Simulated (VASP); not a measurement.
A run of VASP 6.6.1 is set up as follows.

File INCAR:

```
SYSTEM = Ge
PREC = Accurate ; ENCUT = 600
EDIFF = 1E-7 ; ISMEAR = 1
SIGMA = 0.05 ; LREAL = .FALSE.
LASPH = .TRUE. ; NELM = 100
ALGO = Normal ; ISIF = 3
LWAVE = .FALSE. ; LCHARG = .FALSE.
GGA = PS ; IBRION = 2
NSW = 80 ; EDIFFG = -0.03
```

Contents of KPOINTS:

```
regular mesh
0
G
  13 13 13
  0 0 0
```

POSCAR

```
Ge
1.0
    0.0000000000      2.8378229682      2.8378229682
    2.8378229682      0.0000000000      2.8378229682
    2.8378229682      2.8378229682      0.0000000000
Ge
2
Direct
    1.0000000000      1.0000000000      1.0000000000
    0.2500000000      0.2500000000      0.2500000000
```

Potentials or basis: VASP PAW PBE potentials, release 64 (Ge_d).

The run is started by

```sh
$ cat potpaw_PBE.64/Ge_d/POTCAR > POTCAR
$ mpirun -np 1 vasp_std > vasp.out
```

Task: What does it give for the band gap on the k mesh?

Result: Zero (filled and empty bands touch).

Final structure:
```
Ge
1.0
     0.00000    2.83782    2.83782
     2.83782    0.00000    2.83782
     2.83782    2.83782    0.00000
Ge
2
Direct
  0.00000 0.00000 0.00000
  0.25000 0.25000 0.25000
```

Caveat: the relaxation stopped at its first step, so nothing moved; semilocal functionals underestimate gaps, so a narrow gap can read as zero.
